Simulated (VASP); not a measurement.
The system is MgO (sol).

```
Mg O
1.0
     0.00000    2.12450    2.12450
     2.12450    0.00000    2.12450
     2.12450    2.12450    0.00000
Mg O
1 1
Cartesian
  0.0000 0.0000 0.0000
  2.1245 2.1245 2.1245
```

| Property | Result |
| --- | --- |
| Program | VASP 6.6.1 |
| Task | relaxation of cell and atoms |
| Functional | PBEsol |
| Potentials or basis | VASP PAW PBE potentials, release 64 (Mg, O) |
| Cutoff | 600 eV |
| k mesh | 10 × 10 × 10 |
| Occupations | gaussian, width 0.02 eV |
| Spin | no spin polarisation |

At the start: pressure -4.4 GPa; volume 9.59 Å³/atom.

**Question.** Where does the relaxation end?

**Answer.** Over 3 steps the energy falls by 3.9 meV/atom and the volume is 9.31 Å³/atom (-2.9 %); space group Fm-3m (No. 225, to 0.05 Å).

The path:
| step | energy change (eV) | largest force (eV/Å) | pressure (GPa) | volume (Å³) |
| --- | --- | --- | --- | --- |
| 1 | 0.0000 | 0.0000 | -4.44 | 19.18 |
| 2 | -0.0070 | 0.0000 | 1.54 | 18.45 |
| 3 | -0.0079 | 0.0000 | 0.00 | 18.62 |

Final structure:
```
Mg O
1.0
     0.00000    2.10381    2.10381
     2.10381    0.00000    2.10381
     2.10381    2.10381    0.00000
Mg O
1 1
Direct
  0.00000 0.00000 0.00000
  0.50000 0.50000 0.50000
```

Caveat: the PAW data sets were made with another functional, which shifts forces and pressure a little.
